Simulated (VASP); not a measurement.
H20CO12: single point with PBE+D3(BJ)

H20CO12:

```
O H C
1.0
     7.38399    0.00000    0.00000
     0.00000    7.38399    0.00000
     0.00000    0.00000    7.38399
O H C
12 20 1
Cartesian
  4.2299 1.7668 1.9870
  0.7781 1.2483 1.6849
  3.8768 5.8154 3.1035
  5.3866 4.2651 5.1543
  2.6208 7.8914 4.6201
  6.1447 5.3615 1.1464
  3.9943 2.1104 6.6365
  2.3450 3.5827 2.9511
  6.3048 0.0563 6.4948
  7.1053 6.9161 3.6366
  0.8550 3.4723 6.5364
  2.6298 4.7212 7.4061
  3.9940 0.8539 2.1732
  4.1310 1.8287 0.9988
  1.0716 2.1380 2.0060
  0.4251 1.4832 0.8017
  3.2698 5.0667 2.8293
  4.6721 5.7802 2.5294
  5.5879 3.5467 4.4839
  4.7846 4.8519 4.7189
  3.2162 7.2401 4.3006
  1.7568 7.6173 4.2820
  6.3364 5.9295 0.3464
  5.9418 4.5163 0.6963
  3.3570 1.6216 6.0365
  4.3646 2.9881 6.3066
  2.3621 3.5479 3.9326
  2.9863 2.8842 2.7676
  5.4322 0.5113 6.3504
  6.5111 -0.2887 5.5968
  7.3915 7.6036 2.8980
  6.8720 6.1295 3.1214
  1.7718 4.0615 6.9715
```

| Property | Result |
| --- | --- |
| Program | VASP 6.6.1 |
| Task | single point |
| Functional | PBE |
| Dispersion | D3(BJ) |
| Potentials or basis | VASP PAW PBE potentials, release 64 (O_h, H_h, C_h) |
| Cutoff | 1000 eV |
| k mesh | 1 × 1 × 1 |
| Occupations | fermi-dirac, width 0.05 eV |
| Spin | no spin polarisation |
| Dipole correction | no |
| Further INCAR settings | LREAL = Auto; ALGO = Normal; EDIFF = 1e-06; NBANDS = 70 |

The pressure is -1.2 GPa and the largest force is 2.574 eV/Å. The band gap on the k mesh is 4.45 eV and the dispersion energy per atom is -0.031 eV.

Forces in eV/Å, atoms in the order of the input:
```
O   -0.009  0.550 -0.368
O    0.084  1.066 -0.233
O    0.053 -0.082  0.169
O    1.127 -2.297  0.275
O   -0.866  1.722  1.068
O    0.091 -0.206 -0.873
O    0.033  0.058 -0.006
O   -0.662  0.500  1.090
O   -0.693  0.031 -0.390
O    0.723  1.582 -1.072
O    0.216 -0.248 -0.027
O    0.255 -0.003  0.003
H   -0.144 -0.545  0.288
H    0.021  0.112  0.229
H   -0.008 -0.569  0.233
H   -0.161 -0.567  0.144
H    0.391  0.358  0.026
H   -0.226 -0.133 -0.206
H   -0.269  1.091  0.829
H   -1.006  1.089 -1.100
H    1.246 -1.499 -0.904
H   -0.417 -0.168  0.011
H   -0.283  0.322  0.602
H    0.003  0.117  0.425
H    0.622  0.816 -0.044
H   -0.609 -1.161 -0.410
H   -0.469  0.138 -0.393
H    1.070 -1.035 -0.890
H    0.707 -0.146  0.399
H    0.187  0.149 -0.003
H   -0.639 -1.277  1.234
H    0.089 -0.164 -0.197
C   -0.458  0.402  0.090
```

Stress tensor (GPa, compression positive):
```
-0.21 -1.35 -0.01
-1.35 -1.39  0.11
-0.01  0.11 -1.96
```

Levels at points of the mesh, in eV from the valence-band top:
```tsv
k point	band 46	band 47	band 48	band 49	band 50	band 51
(0.00, 0.00, 0.00)	-0.17	-0.13	0.00	4.45	6.24	6.32
```

Wall time 96 s on 1 thread of Intel(R) Xeon(R) 6975P-C (Granite Rapids), with other jobs on the host, peak memory 0.89 GiB.

Caveat: the k points lie up to 0.85 Å⁻¹ apart, too coarse for converged energies, forces and pressures.
